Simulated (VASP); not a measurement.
Runs of VASP 6.6.1 on BN. The structure is that of space group F-43m (No. 216), or close to it. The cells are those of the table. 

```tsv
task	cell	k mesh	cutoff (eV)	smearing	gap on the mesh (eV)	pressure (GPa)
single point	a = 2.549 Å, angles 60.0°, 2 atoms	12 × 12 × 12	520	gaussian 0.05 eV	4.29	(b)
single point	a = 2.564 Å, angles 60.0°, 2 atoms	8 × 8 × 8	600	gaussian 0.1 eV	4.27	-6.0
relaxation of cell and atoms	relaxed from a = 2.564 Å, angles 60.0°, 2 atoms	12 × 12 × 12	600	gaussian 0.02 eV	4.28	0.0
single point	a = 2.549 Å, angles 60.0°, 2 atoms	12 × 12 × 12	600	gaussian 0.02 eV	4.29	(a)
```

Alike in all rows: level PBEsol; potentials or basis VASP PAW PBE potentials, release 64 (B, N); no spin polarisation.

**Question.** Estimate the missing entries.

**Answer.** (a) 0.5; (b) 0.8.

Caveats: the PAW data sets were made with another functional, which shifts forces and pressure a little.

A k mesh can miss the band edges.
